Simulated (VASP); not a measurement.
MgF2: single point with LDA

The system is MgF2.

```
CELL_PARAMETERS angstrom
4.69760 0.00000 0.00000
0.00000 4.69760 0.00000
0.00000 0.00000 3.09307
ATOMIC_POSITIONS crystal
Mg 0.00000 0.00000 0.00000
Mg 0.50000 0.50000 0.50000
F 0.30356 0.30356 0.00000
F 0.19644 0.80356 0.50000
F 0.69644 0.69644 0.00000
F 0.80356 0.19644 0.50000
```

```json
{"Program": "VASP 6.6.1", "Task": "single point", "Functional": "LDA", "Potentials or basis": "VASP PAW LDA potentials, release 64 (Mg, F)", "Cutoff": "600 eV", "k mesh": "6 × 6 × 8", "Occupations": "gaussian, width 0.02 eV", "Spin": "no spin polarisation", "Dipole correction": "no", "Further INCAR settings": "ALGO = Normal; EDIFF = 1e-06; NBANDS = 25"}
```

```
Pressure               : -10.1 GPa
Largest force          : 0.072 eV/Å
Band gap on the k mesh : 6.46 eV, direct
```

Forces on the atoms (eV/Å):
```
Mg   0.000  0.000  0.000
Mg   0.000  0.000  0.000
F    0.051  0.051  0.000
F   -0.051  0.051  0.000
F   -0.051 -0.051  0.000
F    0.051 -0.051  0.000
```

Stress tensor (GPa, compression positive):
```
 -9.94   0.00   0.00
  0.00  -9.94   0.00
  0.00   0.00 -10.46
```

Levels at points of the mesh, in eV from the valence-band top:
```csv
k point,band 14,band 15,band 16,band 17,band 18,band 19
"(0.00, 0.00, 0.00)",-0.32,-0.32,0.00,6.46,11.54,11.54
"(0.50, 0.00, 0.00)",-0.97,-0.37,-0.37,8.82,8.82,12.75
"(0.50, 0.50, 0.00)",-0.94,-0.74,-0.74,10.41,10.41,10.62
"(0.00, 0.00, 0.50)",-1.10,-0.83,-0.83,11.11,11.11,14.22
"(0.50, 0.00, 0.50)",-0.72,-0.64,-0.64,12.02,12.02,12.63
"(0.50, 0.50, 0.50)",-0.58,-0.48,-0.48,12.43,12.43,12.65
```

Run time: 66 s on 1 thread of Intel(R) Xeon(R) Platinum 8259CL CPU @ 2.50GHz (Skylake/Cascade Lake), on a shared host, peak memory 0.22 GiB.

A k mesh can miss the band edges. A hybrid or GW would open this gap; LDA tends to underestimate it.
